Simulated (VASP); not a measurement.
# Si (I4/mmm) in VASP: a series of runs, part 2 of 2

VASP 6.6.1. The steps go on from the part before.

## (3) Single point, r2SCAN (strain -0.015 along x and y, +0.030 along z)

File POSCAR:

```
Si
1.0
   -1.6025112060      1.6025112060      1.3599397455
    1.6025112060     -1.6025112060      1.3599397455
    1.6025112060      1.6025112060     -1.3599397455
Si
1
Direct
    0.0000000000      0.0000000000      0.0000000000
```

File INCAR.step1:

```
PREC     = Accurate       # precision mode
ENCUT    = 520            # plane-wave cutoff, eV
ISMEAR   = 0              # smearing method
SIGMA    = 0.15           # smearing width, eV
LREAL    = F              # projectors in reciprocal space
LASPH    = T              # aspherical terms in the spheres
NELM     = 60             # most SCF steps
NBANDS   = 8              # bands
GGA      = PE             # functional
ALGO     = Normal         # electronic algorithm
EDIFF    = 1E-4           # SCF threshold, eV
LWAVE    = T              # write WAVECAR
LCHARG   = F              # write CHGCAR
```

File INCAR.step2:

```
PREC     = Accurate       # precision mode
ENCUT    = 520            # plane-wave cutoff, eV
EDIFF    = 1E-6           # SCF threshold, eV
ISMEAR   = 0              # smearing method
SIGMA    = 0.15           # smearing width, eV
LREAL    = F              # projectors in reciprocal space
LASPH    = T              # aspherical terms in the spheres
NELM     = 60             # most SCF steps
ALGO     = Normal         # electronic algorithm
ISIF     = 2              # what is computed and relaxed
LWAVE    = F              # write WAVECAR
LCHARG   = F              # write CHGCAR
METAGGA  = R2SCAN         # meta-GGA
LMIXTAU  = T            
NBANDS   = 8              # bands
ISTART   = 1
```

File KPOINTS:

```
regular mesh
0
Gamma
  22 22 22
```

Potentials or basis: VASP PAW PBE potentials, release 64 (Si).

Command:

```bash
cat potpaw_PBE.64/Si/POTCAR > POTCAR
cp INCAR.step1 INCAR
mpirun -np 1 vasp_std > vasp.out
cp INCAR.step2 INCAR
mpirun -np 1 vasp_std > vasp.out
```

Wall time 5.1 min (1 thread of Intel Xeon 8259CL, shared host); peak memory 0.19 GiB.

It converged, with:

- Free energy: -8.0836 eV
- Pressure: 0.0 GPa
- Band gap on the k mesh: zero (bands 2 and 3 overlap by 15.21 eV)

Stress tensor (GPa, compression positive):
```
 1.59  0.00  0.00
 0.00  1.59  0.00
 0.00  0.00 -3.27
```

Levels at points of the mesh, in eV from the Fermi level:
| k point | band 1 | band 2 | band 3 | band 4 | band 5 | band 6 | band 7 |
| --- | --- | --- | --- | --- | --- | --- | --- |
| (0.00, 0.00, 0.00) | -15.66 | 10.77 | 11.48 | 11.48 | 14.43 | 14.66 | 15.43 |
| (0.50, 0.00, 0.00) | -7.06 | -6.62 | 5.27 | 6.82 | 7.45 | 10.19 | 20.49 |
| (0.50, 0.50, 0.00) | -8.68 | -7.84 | 8.84 | 11.14 | 11.99 | 12.27 | 19.05 |
| (0.50, 0.50, 0.50) | -2.24 | -2.24 | -0.62 | 1.41 | 3.27 | 5.93 | 26.77 |

Caveat: the cell differs from its parent crystal (strain -0.015 along x and y, +0.030 along z); the PAW data sets were made with another functional, which shifts forces and pressure a little.

## (4) Single point, r2SCAN (strain +0.015 along x and y, -0.030 along z)

File POSCAR:

```
Si
1.0
   -1.6513186540      1.6513186540      1.2807199545
    1.6513186540     -1.6513186540      1.2807199545
    1.6513186540      1.6513186540     -1.2807199545
Si
1
Direct
    0.0000000000      0.0000000000      0.0000000000
```

File INCAR.step1:

```
ALGO = Normal ; EDIFF = 1E-4
ENCUT = 520 ; GGA = PE
ISMEAR = 0 ; LASPH = T
LCHARG = F ; LREAL = F
LWAVE = T ; NBANDS = 8
NELM = 100 ; PREC = Accurate
SIGMA = 0.15
```

File INCAR.step2:

```
ALGO = Normal ; EDIFF = 1E-6
ENCUT = 520 ; ISIF = 2
ISMEAR = 0 ; ISTART = 1
LASPH = T ; LCHARG = T
LELF = T ; LMIXTAU = T
LREAL = F ; LVHAR = T
LWAVE = F ; METAGGA = R2SCAN
NBANDS = 8 ; NELM = 100
PREC = Accurate ; SIGMA = 0.15
```

File KPOINTS:

```
k-points
0
Gamma
  22 22 22
```

Command:

```bash
cat potpaw_PBE.64/Si/POTCAR > POTCAR
cp INCAR.step1 INCAR
mpirun -np 1 vasp_std > vasp.out
cp INCAR.step2 INCAR
mpirun -np 1 vasp_std > vasp.out
```

It took 4.5 min on 1 thread of Intel Xeon 8259CL, shared host; peak memory 0.19 GiB.

It converged, with:

- Free energy: -8.0974 eV
- Pressure: 0.6 GPa
- Band gap on the k mesh: zero (bands 2 and 3 overlap by 13.68 eV)

Stress tensor (GPa, compression positive):
```
0.54 0.00 0.00
0.00 0.54 0.00
0.00 0.00 0.66
```

Levels at points of the mesh, in eV from the Fermi level:
```tsv
k point	band 1	band 2	band 3	band 4	band 5	band 6	band 7
(0.00, 0.00, 0.00)	-15.69	9.43	10.17	10.17	13.13	15.78	17.00
(0.50, 0.00, 0.00)	-6.87	-6.06	5.03	6.33	6.75	9.94	19.49
(0.50, 0.50, 0.00)	-9.38	-8.06	10.79	12.64	13.01	13.30	17.53
(0.50, 0.50, 0.50)	-3.05	-3.05	-2.12	1.08	5.82	8.23	27.19
```

Caveat: the cell differs from its parent crystal (strain +0.015 along x and y, -0.030 along z); the PAW data sets were made with another functional, which shifts forces and pressure a little.

## (5) Single point, r2SCAN (strain +0.000 along x and y, +0.015 along z)

File POSCAR:

```
Si
1.0
   -1.6269149300      1.6269149300      1.3401347978
    1.6269149300     -1.6269149300      1.3401347978
    1.6269149300      1.6269149300     -1.3401347978
Si
1
Direct
    0.0000000000      0.0000000000      0.0000000000
```

File INCAR.step1:

```
PREC = Accurate
ENCUT = 520
ISMEAR = 0
SIGMA = 0.15
LREAL = F
LASPH = T
NELM = 100
NBANDS = 8
GGA = PE
ALGO = Normal
EDIFF = 1E-4
LWAVE = T
LCHARG = F
```

File INCAR.step2:

```
PREC = Accurate
ENCUT = 520
EDIFF = 1E-6
ISMEAR = 0
SIGMA = 0.15
LREAL = F
LASPH = T
NELM = 100
ALGO = Normal
ISIF = 2
LWAVE = F
LCHARG = F
METAGGA = R2SCAN
LMIXTAU = T
NBANDS = 8
ISTART = 1
```

File KPOINTS:

```
Automatic mesh
0
Gamma
  22 22 22
```

Potentials or basis: VASP PAW PBE potentials, release 64 (Si).

Command:

```bash
cat potpaw_PBE.64/Si/POTCAR > POTCAR
cp INCAR.step1 INCAR
mpirun -np 1 vasp_std > vasp.out
cp INCAR.step2 INCAR
mpirun -np 1 vasp_std > vasp.out
```

OUTCAR:

```text
PREC = Accurate
   ENCUT = 520
   EDIFF = 1E-6
   ISMEAR = 0
   LREAL = F
   LASPH = T
   NELM = 100
   ISIF = 2
   METAGGA = R2SCAN
   ISTART = 1

 ion  position               nearest neighbor table
   1  0.000  0.000  0.000-

  LATTYP: Found a body centered tetragonal cell.
 ALAT       =     3.2538298600
 C/A-ratio  =     0.8237276412

  Lattice vectors:

 A1 = (  -1.6269149300,   1.6269149300,   1.3401347978)
[... 441 lines left out ...]
      5      18.4837      0.00000
      6      21.3208      0.00000
      7      30.5594      0.00000
      8      33.5525      0.00000

 [... further k-points ...]

------------------------ aborting loop because EDIFF is reached ----------------------------------------

  FORCE on cell =-STRESS in cart. coord.  units (eV):
  Direction    XX          YY          ZZ          XY          YZ          ZX
  --------------------------------------------------------------------------------------
  -------------------------------------------------------------------------------------
  Total       -0.0146383     -0.0146383     -0.3709235      0.0000000     -0.0000000      0.0000000
  in kB       -1.6529581     -1.6529581    -41.8848337      0.0000000     -0.0000000      0.0000000
  external PRESSURE =     -15.0635833 kB  Pullay stress =       0.0000000 kB

 VOLUME and BASIS-vectors are now :
 -----------------------------------------------------------------------------
  energy-cutoff  :      520.00
  volume of cell :       14.19
      direct lattice vectors                 reciprocal lattice vectors
    -1.626914930  1.626914930  1.340134798     0.000000000  0.307330144  0.373096797
     1.626914930 -1.626914930  1.340134798     0.307330144  0.000000000  0.373096797
     1.626914930  1.626914930 -1.340134798     0.307330144  0.307330144  0.000000000

 POSITION                                       TOTAL-FORCE (eV/Angst)
 -----------------------------------------------------------------------------------
      0.00000      0.00000      0.00000        -0.000000     -0.000000      0.000000
 -----------------------------------------------------------------------------------
    total drift:                                0.000000      0.000000     -0.000000

  FREE ENERGIE OF THE ION-ELECTRON SYSTEM (eV)
  ---------------------------------------------------
  free  energy   TOTEN  =        -8.0908913736 eV

  energy  without entropy=       -8.0867165088  energy(sigma->0) =       -8.08880394
```

OSZICAR.step1:

```text
N       E                     dE             d eps       ncg     rms          rms(c)
DAV:   1    -0.239829989300E+01   -0.23983E+01   -0.18085E+03 14472   0.383E+02
DAV:   2    -0.494302994025E+01   -0.25447E+01   -0.24219E+01 19672   0.304E+01
DAV:   3    -0.495798579467E+01   -0.14956E-01   -0.14943E-01 15176   0.244E+00
DAV:   4    -0.495800039491E+01   -0.14600E-04   -0.14600E-04 21632   0.819E-02
DAV:   5    -0.495800039931E+01   -0.44038E-08   -0.36257E-08 15064   0.675E-04    0.281E+00
DAV:   6    -0.494671635002E+01    0.11284E-01   -0.35850E-03 15352   0.266E-01    0.156E+00
DAV:   7    -0.494018367755E+01    0.65327E-02   -0.73661E-03 15400   0.380E-01    0.143E-01
DAV:   8    -0.494016437326E+01    0.19304E-04   -0.31512E-05 18256   0.448E-02
   1 F= -.49401644E+01 E0= -.49377614E+01  d E =-.480604E-02
```

It took 5.4 min on 1 thread of Intel Xeon 8259CL, shared host; peak memory 0.19 GiB.

Results:

| Quantity | Value |
| --- | --- |
| Free energy | -8.0909 eV |
| Pressure | -1.5 GPa |
| Band gap on the k mesh | zero (bands 2 and 3 overlap by 14.46 eV) |

Stress tensor (GPa, compression positive):
```
-0.17  0.00  0.00
 0.00 -0.17  0.00
 0.00  0.00 -4.19
```

Caveat: the cell differs from its parent crystal (strain +0.000 along x and y, +0.015 along z); the PAW data sets were made with another functional, which shifts forces and pressure a little.

## (6) Overview

```tsv
cell	gap on the mesh (eV)	pressure (GPa)
a = 2.633 Å, angles 105.0, 105.0, 118.8°, 1 atom	none	1.4
a = 2.643 Å, angles 105.4, 105.4, 118.1°, 1 atom	none	0.0
a = 2.663 Å, angles 103.4, 103.4, 122.5°, 1 atom	none	0.6
a = 2.663 Å, angles 104.7, 104.7, 119.6°, 1 atom	none	-1.5
```

Alike in all rows: task single point; level r2SCAN; potentials or basis VASP PAW PBE potentials, release 64 (Si); no spin polarisation; k mesh 22 × 22 × 22; cutoff (eV) 520; smearing gaussian 0.15 eV.

Caveats: the PAW data sets were made with another functional, which shifts forces and pressure a little; the stress differs along the axes, from -2 to 3 GPa (at least some runs).

Absolute energies hang on the potentials; compare differences alone.
